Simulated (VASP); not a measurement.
# Pd (Fm-3m) in VASP: settings compared

Pd is run at these levels: r2SCAN+D3(BJ), r2SCAN, r2SCAN+U, r2SCAN+rVV10; tasks: single point.

All numbers are computed with VASP 6.6.1; they aren't measurements. Logs are shortened: lines on timing, memory, paths and dates and some standing lists are left out, and cuts for length are marked.

## 1. The cell of the first run

It takes space group Fm-3m (No. 225, cubic). Conventional cell: a = 3.884 Å, b = 3.884 Å, c = 3.884 Å, α = 90.00°, β = 90.00°, γ = 90.00°. Pd (site symmetry m-3m) has 12 Pd at 2.75 Å within 3.6 Å.

## 2. Single point, r2SCAN+D3(BJ)

The input, POSCAR:

```
Pd
1.0
    0.0000000000      1.9418147297      1.9418147297
    1.9418147297      0.0000000000      1.9418147297
    1.9418147297      1.9418147297      0.0000000000
Pd
1
Direct
    0.0000000000      0.0000000000      0.0000000000
```

The input, INCAR.step1:

```
SYSTEM = Pd
PREC = Accurate ; ENCUT = 590
ISMEAR = -1 ; SIGMA = 0.05
LREAL = .FALSE. ; LASPH = .TRUE.
NELM = 120 ; NBANDS = 15
GGA = PE ; ALGO = Normal
EDIFF = 1E-5 ; LWAVE = .TRUE.
LCHARG = .FALSE. ; GGA_COMPAT = .FALSE.
```

The input, INCAR.step2:

```
SYSTEM = Pd
PREC = Accurate ; ENCUT = 590
EDIFF = 1E-6 ; ISMEAR = -1
SIGMA = 0.05 ; LREAL = .FALSE.
LASPH = .TRUE. ; NELM = 120
ALGO = Normal ; ISIF = 2
LWAVE = .FALSE. ; LCHARG = .FALSE.
METAGGA = R2SCAN ; LMIXTAU = .TRUE.
IVDW = 12 ; VDW_S6 = 1.0
VDW_S8 = 0.78981345 ; VDW_A1 = 0.49484001
VDW_A2 = 5.73083694 ; NBANDS = 15
ISTART = 1 ; GGA_COMPAT = .FALSE.
```

The input, KPOINTS:

```
Automatic mesh
0
G
  12 12 12
  0 0 0
```

Potentials or basis: VASP PAW PBE potentials, release 64 (Pd_sv_GW).

Run with:

```console
cat potpaw_PBE.64/Pd_sv_GW/POTCAR > POTCAR
cp INCAR.step1 INCAR
mpirun -np 1 vasp_std > vasp.out
cp INCAR.step2 INCAR
mpirun -np 1 vasp_std > vasp.out
```

OUTCAR:

```text
SYSTEM = Pd
   PREC = Accurate
   ENCUT = 590
   EDIFF = 1E-6
   ISMEAR = -1
   LREAL = .FALSE.
   LASPH = .TRUE.
   NELM = 120
   ISIF = 2
   METAGGA = R2SCAN
   IVDW = 12
   ISTART = 1
 IVDW          = 12

 ion  position               nearest neighbor table
   1  0.000  0.000  0.000-

  LATTYP: Found a face centered cubic cell.
 ALAT       =     3.8836294594

  Lattice vectors:

 A1 = (   0.0000000000,   1.9418147297,   1.9418147297)
 A2 = (   1.9418147297,   0.0000000000,   1.9418147297)
 A3 = (   1.9418147297,   1.9418147297,   0.0000000000)

Analysis of symmetry for initial positions (statically):
[... 33 lines left out ...]
                                     Primitive cell

  volume of cell :      14.6438

  direct lattice vectors                    reciprocal lattice vectors
     0.000000000  1.941814730  1.941814730    -0.257491094  0.257491094  0.257491094
     1.941814730  0.000000000  1.941814730     0.257491094 -0.257491094  0.257491094
     1.941814730  1.941814730  0.000000000     0.257491094  0.257491094 -0.257491094

  length of vectors
     2.746140726  2.746140726  2.746140726     0.445987658  0.445987658  0.445987658

  position of ions in fractional coordinates (direct lattice)
     0.000000000  0.000000000  0.000000000

  ion indices of the primitive-cell ions
   primitive index   ion index
                 1           1

----------------------------------------------------------------------------------------

 KPOINTS: Automatic mesh

Automatic generation of k-mesh.
 Grid dimensions read from file:
 generate k-points for:   12   12   12

 Generating k-lattice:

  Cartesian coordinates                     Fractional coordinates (reciprocal lattice)
    -0.021457591  0.021457591  0.021457591     0.083333333  0.000000000  0.000000000
     0.021457591 -0.021457591  0.021457591     0.000000000  0.083333333  0.000000000
     0.021457591  0.021457591 -0.021457591     0.000000000  0.000000000  0.083333333

  Length of vectors
     0.037165638  0.037165638  0.037165638

  Shift w.r.t. Gamma in fractional coordinates (k-lattice)
     0.000000000  0.000000000  0.000000000

 Subroutine IBZKPT returns following result:
 ===========================================

 Found     72 irreducible k-points:

 Following reciprocal coordinates:
            Coordinates               Weight
  0.000000  0.000000  0.000000      1.000000
  0.083333  0.000000  0.000000      8.000000
  0.166667  0.000000  0.000000      8.000000
  0.250000  0.000000  0.000000      8.000000
  0.333333  0.000000  0.000000      8.000000
  0.416667  0.000000  0.000000      8.000000
[... 16 lines left out ...]
  0.500000  0.166667  0.000000     24.000000
 -0.416667  0.166667  0.000000     24.000000
 [... further k-points ...]
   k-points           NKPTS =     72   k-points in BZ     NKDIM =     72   number of bands    NBANDS=     15
   number of dos      NEDOS =    301   number of ions     NIONS =      1
   total plane-waves  NPLWV =  13824
   dimension x,y,z NGX =    24 NGY =   24 NGZ =   24
   dimension x,y,z NGXF=    48 NGYF=   48 NGZF=   48
   ions per type =               1
   NGX,Y,Z   is equivalent  to a cutoff of  14.53, 14.53, 14.53 a.u.
   NGXF,Y,Z  is equivalent  to a cutoff of  29.06, 29.06, 29.06 a.u.
 SYSTEM =  Pd
   PREC   = accura    normal or accurate (medium, high low for compatibility)
   ISTART =      1    job   : 0-new  1-cont  2-samecut
   ICHARG =      0    charge: 1-file 2-atom 10-const
   ISPIN  =      1    spin polarized calculation?
   LNONCOLLINEAR =      F non collinear calculations
   LSORBIT =      F    spin-orbit coupling
   LASPH  =      T    aspherical Exc in radial PAW
   ENCUT  =  590.0 eV  43.36 Ry    6.59 a.u.   5.44  5.44  5.44*2*pi/ulx,y,z
   NELM   =    120;   NELMIN=  2; NELMDL=  0     # of ELM steps
   EDIFF  = 0.1E-05   stopping-criterion for ELM
   LREAL  =      F    real-space projection
   EDIFFG = 0.1E-04   stopping-criterion for IOM
   NSW    =      0    number of steps for IOM
   IBRION =     -1    ionic relax: 0-MD 1-quasi-New 2-CG
   NFREE  =      0    steps in history (QN), initial steepest desc. (CG)
   ISIF   =      2    stress and relaxation
   ISYM   =      2    0-nonsym 1-usesym 2-fastsym
   POTIM  = 0.5000    time-step for ionic-motion
   TEBEG  =    0.0;   TEEND  =   0.0 temperature during run
   PSTRESS=    0.0 pullay stress
   NELECT =      18.0000    total number of electrons
   NUPDOWN=      -1.0000    fix difference up-down
   EMIN   =  10.00;   EMAX   =-10.00  energy-range for DOS
   EFERMI =   0.00;   METHOD = LEGACY
   ISMEAR =    -1;   SIGMA  =   0.05  broadening in eV -4-tet -1-fermi 0-gaus
   EFERMI_NEDOS =   21; number of points for ismear=-14 and -15
   IALGO  =     38    algorithm
   IMIX   =      4    mixing-type and parameters
     AMIX     =   0.40;   BMIX     =  1.00
     AMIX_MAG =   1.60;   BMIX_MAG =  1.00
  volume/ion in A,a.u.               =      14.64        98.82
  Fermi-wavevector in a.u.,A,eV,Ry     =   1.753670  3.313956 41.842793  3.075359
  Thomas-Fermi vector in A             =   2.823760
   LORBIT       =      0    0 simple, 1 ext, 2 COOP (PROOUT), +10 PAW based schemes
   METAGGA = R2SCAN    functional components
   LHFCALC =     F    Hartree Fock is set to
   AEXX    =    0.0000 exact exchange contribution
   IVDW    =    12    specifies the selected vdW correction
   LEPSILON=     F    determine dielectric tensor
   LRPA    =     F    only Hartree local field effects (RPA)
 non-spin polarized calculation
  energy-cutoff  :      590.00
  volume of cell :       14.64
 maximum number of plane-waves:       531
 NGX is ok and might be reduce to    24
   NGX = 11   NGY = 11   NGZ = 11

 number of electron      17.9999995 magnetization

 Free energy of the ion-electron system (eV)
  ---------------------------------------------------
  ext. energy  EPLUGINS =         0.00000000
  ---------------------------------------------------
  free energy    TOTEN  =       -21.48224506 eV

  energy without entropy =      -21.46390617  energy(sigma->0) =      -21.47307562

 E-fermi :   8.3404     XC(G=0): -14.4879

 val. band max:        8.3358398494   @ k =  -0.4167   0.3333   0.0833
 cond. band min:       8.3424110842   @ k =  -0.2500   0.4167   0.1667
 fundamental gap:      0.0065712348
 Fermi energy:         8.3403773841

 k-point     1 :       0.0000    0.0000    0.0000
  band No.  band energies     occupation
      1     -78.1172      2.00000
      2     -42.7750      2.00000
      3     -42.7750      2.00000
      4     -42.7750      2.00000
      5       1.1836      2.00000
      6       5.4185      2.00000
      7       5.4185      2.00000
      8       5.4185      2.00000
      9       7.0404      2.00000
     10       7.0404      2.00000
     11      26.1422      0.00000
     12      31.1139      0.00000
     13      31.1139      0.00000
     14      31.1139      0.00000
     15      37.0514      0.00000

 k-point     2 :       0.0833    0.0000    0.0000
  band No.  band energies     occupation
      1     -78.1131      2.00000
      2     -42.8046      2.00000
      3     -42.7785      2.00000
      4     -42.7785      2.00000
      5       1.4447      2.00000
      6       5.3308      2.00000
      7       5.5072      2.00000
      8       5.5072      2.00000
      9       7.0011      2.00000
     10       7.0011      2.00000
     11      26.4092      0.00000
     12      29.6716      0.00000
     13      31.4211      0.00000
     14      31.4211      0.00000
     15      37.7071      0.00000

 k-point     3 :       0.1667    0.0000    0.0000
  band No.  band energies     occupation
      1     -78.1020      2.00000
      2     -42.8868      2.00000
      3     -42.7903      2.00000
      4     -42.7903      2.00000
      5       2.1431      2.00000
      6       5.1886      2.00000
      7       5.6828      2.00000
      8       5.6828      2.00000
      9       6.9791      2.00000
     10       6.9791      2.00000
     11      26.3719      0.00000
     12      27.5872      0.00000
     13      32.2360      0.00000
     14      32.2360      0.00000
     15      35.8816      0.00000

 k-point     4 :       0.2500    0.0000    0.0000
  band No.  band energies     occupation
      1     -78.0869      2.00000
      2     -42.9983      2.00000
      3     -42.8062      2.00000
      4     -42.8062      2.00000
      5       2.8742      2.00000
      6       5.4676      2.00000
      7       5.7094      2.00000
      8       5.7094      2.00000
      9       7.2152      2.00000
     10       7.2152      2.00000
     11      23.6639      0.00000
     12      27.2925      0.00000
     13      33.0217      0.00000
     14      33.0217      0.00000
     15      35.3233      0.00000
[... 307 lines left out ...]
 k-point    22 :       0.4167    0.1667    0.0000
  band No.  band energies     occupation
      1     -78.0593      2.00000
      2     -43.1260      2.00000
      3     -42.8795      2.00000
      4     -42.8628      2.00000
      5       3.5362      2.00000
      6       4.9850      2.00000
      7       5.6580      2.00000
      8       6.1306      2.00000
      9       8.2729      1.58786
     10       9.7363      0.00000
     11      19.8255      0.00000
     12      26.3922      0.00000
     13      27.8474      0.00000
     14      29.5928      0.00000
     15      37.5260      0.00000

 k-point    23 :       0.5000    0.1667    0.0000
  band No.  band energies     occupation
      1     -78.0515      2.00000
      2     -43.1736      2.00000
      3     -42.9032      2.00000
      4     -42.8634      2.00000
      5       3.4836      2.00000
      6       4.9076      2.00000
      7       5.9748      2.00000
      8       6.2093      2.00000
      9       8.3689      0.72227
     10      11.7354      0.00000
     11      16.9950      0.00000
     12      25.5426      0.00000
     13      28.1104      0.00000
     14      28.5887      0.00000
     15      37.5546      0.00000

 k-point    24 :      -0.4167    0.1667    0.0000
  band No.  band energies     occupation
      1     -78.0505      2.00000
      2     -43.1777      2.00000
      3     -42.9180      2.00000
      4     -42.8544      2.00000
      5       3.5386      2.00000
      6       4.9136      2.00000
      7       5.9001      2.00000
      8       6.4214      2.00000
      9       8.0929      1.98593
     10      12.3189      0.00000
     11      16.4580      0.00000
     12      24.9753      0.00000
     13      28.0603      0.00000
     14      29.1901      0.00000
     15      37.2123      0.00000

 [... further k-points ...]

------------------------ aborting loop because EDIFF is reached ----------------------------------------

 Edisp (eV)   -0.31813

 E8    (eV) :    -0.1110

  FORCE on cell =-STRESS in cart. coord.  units (eV):
  Direction    XX          YY          ZZ          XY          YZ          ZX
  --------------------------------------------------------------------------------------
  -------------------------------------------------------------------------------------
  Total      -0.12204    -0.12204    -0.12204    -0.00000     0.00000     0.00000
  in kB     -13.35229   -13.35229   -13.35229    -0.00000     0.00000     0.00000
  external pressure =      -13.35 kB  Pullay stress =        0.00 kB

 VOLUME and BASIS-vectors are now :
 -----------------------------------------------------------------------------
  energy-cutoff  :      590.00
  volume of cell :       14.64
      direct lattice vectors                 reciprocal lattice vectors
     0.000000000  1.941814730  1.941814730    -0.257491094  0.257491094  0.257491094
     1.941814730  0.000000000  1.941814730     0.257491094 -0.257491094  0.257491094
     1.941814730  1.941814730  0.000000000     0.257491094  0.257491094 -0.257491094

 POSITION                                       TOTAL-FORCE (eV/Angst)
 -----------------------------------------------------------------------------------
      0.00000      0.00000      0.00000        -0.000000      0.000000     -0.000000
 -----------------------------------------------------------------------------------
    total drift:                               -0.000000      0.000000      0.000000

  FREE ENERGIE OF THE ION-ELECTRON SYSTEM (eV)
  ---------------------------------------------------
  free  energy   TOTEN  =       -21.8003790059 eV

  energy  without entropy=      -21.7820401129  energy(sigma->0) =      -21.79120956
```

It used 180 s of CPU time on 1 thread of AMD EPYC 7R13 Processor (Zen 3), on a shared host.

Results:

- Free energy: -21.8004 eV
- Pressure: -1.3 GPa
- Band gap on the k mesh: zero (band 9 reaches 8.67 eV, above the bottom of band 10 at 6.98 eV)
- Dispersion energy per atom: -0.318 eV

Caveat: the PAW data sets were made with another functional, which shifts forces and pressure a little; pairwise dispersion overbinds metals, which lowers pressure and volume.

## 3. Single point, r2SCAN

This run uses another cell than the first one, of 14.75 Å³/atom, 1.007 times its volume.

The input, POSCAR:

```
Pd
1.0
    0.0000000000      1.9465000000      1.9465000000
    1.9465000000      0.0000000000      1.9465000000
    1.9465000000      1.9465000000      0.0000000000
Pd
1
Direct
    0.0000000000      0.0000000000      0.0000000000
```

The input, INCAR.step1:

```
  PREC = Accurate
  ENCUT = 590
  ISMEAR = -1
  SIGMA = 0.05
  LREAL = False
  LASPH = True
  NELM = 120
  NBANDS = 15
  GGA = PE
  ALGO = Normal
  EDIFF = 1E-5
  LWAVE = True
  LCHARG = False
  GGA_COMPAT = False
```

The input, INCAR.step2:

```
  PREC = Accurate
  ENCUT = 590
  EDIFF = 1E-6
  ISMEAR = -1
  SIGMA = 0.05
  LREAL = False
  LASPH = True
  NELM = 120
  ALGO = Normal
  ISIF = 2
  LWAVE = False
  LCHARG = False
  METAGGA = R2SCAN
  LMIXTAU = True
  NBANDS = 15
  ISTART = 1
  GGA_COMPAT = False
```

The input, KPOINTS:

```
Automatic mesh
0
Gamma
  10 10 10
```

Potentials or basis: VASP PAW PBE potentials, release 64 (Pd_sv_GW).

Run with:

```console
cat potpaw_PBE.64/Pd_sv_GW/POTCAR > POTCAR
cp INCAR.step1 INCAR
mpirun -np 1 vasp_std > vasp.out
cp INCAR.step2 INCAR
mpirun -np 1 vasp_std > vasp.out
```

Wall time 55 s (1 thread of Intel Xeon Platinum 8375C at 2.90GHz (Ice Lake), shared host); peak memory 0.15 GiB.

Results (log left out):

* Free energy: -21.4944 eV
* Pressure: 0.7 GPa
* Band gap on the k mesh: zero (band 9 reaches 8.58 eV, above the bottom of band 10 at 6.91 eV)

Levels at points of the mesh, in eV from the Fermi level:
```
           k point  band 7  band 8  band 9  band 10  band 11  band 12
(0.00, 0.00, 0.00)   -2.92   -2.92   -1.31    -1.31    17.76    22.68
(0.50, 0.00, 0.00)   -2.99   -0.04   -0.04     1.33     7.73    17.21
(0.50, 0.50, 0.00)   -0.11    0.30    0.30     3.70    11.33    13.90
```

Caveat: the PAW data sets were made with another functional, which shifts forces and pressure a little.

[end of part 1 of 2]
